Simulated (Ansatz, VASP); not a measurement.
SnGe2 in VASP and in Ansatz

File INCAR:

```
SYSTEM = SnGe2
PREC = Accurate ; ENCUT = 520
EDIFF = 1E-6 ; ISMEAR = -1
SIGMA = 0.02 ; LREAL = .FALSE.
LASPH = .TRUE. ; NELM = 100
ALGO = Normal ; ISIF = 2
LWAVE = .FALSE. ; LCHARG = .FALSE.
GGA = PE ; NBANDS = 51
```

KPOINTS

```
regular mesh
0
G
  6 6 2
  0 0 0
```

Contents of POSCAR:

```
SnGe2
1.0
    4.2104802815      0.0000000000      0.0000000000
   -2.1052401408      3.6463828859      0.0000000000
    0.0000000000      0.0000000000     10.3218237640
Ge Sn
4 2
Direct
    0.0000000000      0.0000000000      0.8820545252
    0.6666666667      0.3333333333      0.5350820870
    0.3333333333      0.6666666667      0.4649179130
    0.0000000000      0.0000000000      0.1179454748
    0.3333333333      0.6666666667      0.2086912127
    0.6666666667      0.3333333333      0.7913087873
```

Input for Ansatz:

```yaml
crystal:
  lattice:
    - [4.2104802815, 0.0, 0.0]
    - [-2.1052401408, 3.6463828859, 0.0]
    - [0.0, 0.0, 10.321823764]
  atoms:
    - { symbol: Ge, position: [0.0, 0.0, 0.8820545252] }
    - { symbol: Ge, position: [0.6666666667, 0.3333333333, 0.535082087] }
    - { symbol: Sn, position: [0.3333333333, 0.6666666667, 0.2086912127] }
    - { symbol: Sn, position: [0.6666666667, 0.3333333333, 0.7913087873] }
    - { symbol: Ge, position: [0.3333333333, 0.6666666667, 0.464917913] }
    - { symbol: Ge, position: [0.0, 0.0, 0.1179454748] }
kpoints:
  mp_grid: { grid: [6, 6, 2] }
hamiltonian:
  xc: pbe
scf:
  occupations: { method: fermi_dirac, width: 0.02 }
  n_extra_bands: 5
output:
  forces: true
  stress: true
  eigenvalues: true
```

Alike in both runs: task single point; functional PBE; k mesh 6 × 6 × 2; occupations fermi-dirac, width 0.02 eV; no spin polarisation.

|  | VASP | Ansatz |
| --- | --- | --- |
| version | VASP 6.6.1 | Ansatz 0.2.0 |
| potentials or method | VASP PAW PBE potentials, release 64 (Ge_d, Sn_d) | plane waves, PAW |
| plane-wave cutoff (eV) | 520 | 420 |
| valence electrons in the cell | 84 | 84 |

```tsv
	VASP	Ansatz	Ansatz less VASP
pressure (GPa)	3.4	3.4	+0.05
rms of the force components (eV/Å)	0.022	0.022	-0.0001
```
